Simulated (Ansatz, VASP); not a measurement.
Two plane-wave programs on SrTiO3

File INCAR:

```
SYSTEM = SrTiO3
PREC = Accurate
ENCUT = 520
EDIFF = 1E-6
ISMEAR = 0
SIGMA = 0.05
LREAL = .False.
LASPH = .True.
NELM = 80
ALGO = Normal
ISIF = 2
LWAVE = .False.
LCHARG = .False.
GGA = PS
NBANDS = 28
```

Contents of KPOINTS:

```
regular mesh
0
Gamma
  8 8 8
  0 0 0
```

POSCAR

```
SrTiO3
1.0
    3.9431369145      0.0000000000      0.0000000000
    0.0000000000      3.9431369145      0.0000000000
    0.0000000000      0.0000000000      3.8913815400
Sr Ti O
1 1 3
Direct
    0.0024043448      0.0000000000      0.0000000000
    0.5059354150      0.5000000000      0.5000000000
   -0.0096992381      0.5000000000      0.5000000000
    0.4893868027      0.0000000000      0.5000000000
    0.4893868027      0.5000000000      0.0000000000
```

Input for Ansatz:

```yaml
crystal:
  lattice:
    - [3.9431369145, 0.0, 0.0]
    - [0.0, 3.9431369145, 0.0]
    - [0.0, 0.0, 3.89138154]
  atoms:
    - { symbol: Sr, position: [0.0024043448, 0.0, 0.0] }
    - { symbol: Ti, position: [0.505935415, 0.5, 0.5] }
    - { symbol: O, position: [-0.0096992381, 0.5, 0.5] }
    - { symbol: O, position: [0.4893868027, 0.0, 0.5] }
    - { symbol: O, position: [0.4893868027, 0.5, 0.0] }
basis:
  ecutwfc: 520.0
kpoints:
  mp_grid: { grid: [8, 8, 8] }
hamiltonian:
  xc: pbesol
  pseudopotentials: { kind: paw, azcp: { folder: soft_1 } }
scf:
  occupations: { method: gaussian, width: 0.05 }
output:
  forces: true
  stress: true
  eigenvalues: true
```

Change from the starting cell: mode 1 frozen in at -0.041 Å, equal normal strain along x and y +0.0133.

Alike in both runs: task single point; functional PBEsol; k mesh 8 × 8 × 8; occupations gaussian, width 0.05 eV; no spin polarisation.

```csv
,VASP,Ansatz
version,VASP 6.6.1,Ansatz 0.2.0
potentials or method,"VASP PAW PBE potentials, release 64 (Sr_sv, Ti_sv, O), cutoff 520 eV","scalar-relativistic, plane waves, PAW"
valence electrons in the cell,40,40
```

```tsv
	VASP	Ansatz	Ansatz less VASP
gap on the k mesh at the Fermi level (eV)	1.78	1.82	+0.036
least direct gap on the mesh (eV)	2.21	2.23	+0.019
pressure (GPa)	-3.7	-4.4	-0.62
traceless stress, the component that is largest in VASP (GPa)	1.75	1.74	-0.014
rms of the force components (eV/Å)	0.027	0.035	+0.0072
```

VASP's potentials were made for PBE, not for PBEsol, and Ansatz warns of the same on its side. Atom by atom the forces differ by 0.007 eV/Å (rms over components). With one functional, cell and mesh, what is left measures potentials, basis and numerics.
